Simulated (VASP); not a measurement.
Write the native input for VASP 6.6.1 that does the following.

```yaml
Task: single point
Functional: PBEsol
Potentials_or_basis: VASP PAW PBE potentials, release 64 (Cs_sv, Li_sv, Sc_sv, F)
Cutoff: 520 eV
k_mesh: 6 × 6 × 6
Occupations: gaussian, width 0.05 eV
Spin: no spin polarisation
Dipole_correction: no
Further_INCAR_settings: ALGO = Normal; EDIFF = 1e-06; NBANDS = 48
```

The structure of Cs2LiScF6 lies in POSCAR:

```
Cs2LiScF6
1.0
    0.0000000000      4.2963951983      4.2963951983
    4.2963951983      0.0000000000      4.2963951983
    4.2963951983      4.2963951983      0.0000000000
Cs Li Sc F
2 1 1 6
Direct
    0.7500916183      0.7499083817      0.7500916183
    0.2500916183      0.2499083817      0.2500916183
    0.5112953101      0.4887046899      0.5112953101
    0.0110472289     -0.0110472289      0.0110472289
    0.7509608606      0.2490391394      0.2246000468
    0.2246000468      0.2490391394      0.7509608606
    0.2246000468      0.7753999532      0.7509608606
    0.2454841809      0.7545158191      0.2454841809
    0.7718449947      0.2281550053      0.7718449947
    0.7509608606      0.7753999532      0.2246000468
```

This cell differs from its parent crystal: atoms displaced along a vibrational mode.

The input as run:

INCAR

```
PREC = Accurate
ENCUT = 520
EDIFF = 1E-6
ISMEAR = 0
SIGMA = 0.05
LREAL = F
LASPH = T
NELM = 100
ALGO = Normal
ISIF = 2
LWAVE = F
LCHARG = F
GGA = PS
NBANDS = 48
```

KPOINTS

```
regular mesh
0
Gamma
  6 6 6
```

Potentials or basis: VASP PAW PBE potentials, release 64 (Cs_sv, Li_sv, Sc_sv, F).

Command:

```console
$ cat potpaw_PBE.64/Cs_sv/POTCAR potpaw_PBE.64/Li_sv/POTCAR potpaw_PBE.64/Sc_sv/POTCAR potpaw_PBE.64/F/POTCAR > POTCAR
$ mpirun -np 1 vasp_std > vasp.out
```

Results of the run:

```json
{
 "Largest force": "0.966 eV/Å",
 "Band gap on the k mesh": "6.54 eV"
}
```

Caveat: the cell differs from its parent crystal (atoms displaced along a vibrational mode); the PAW data sets were made with another functional, which shifts forces and pressure a little; spin-orbit coupling is left out, which moves the levels of the heavy elements.

It took 4.2 min on 1 thread of Intel(R) Xeon(R) Platinum 8559C (Emerald Rapids), on a shared host, peak memory 0.44 GiB.
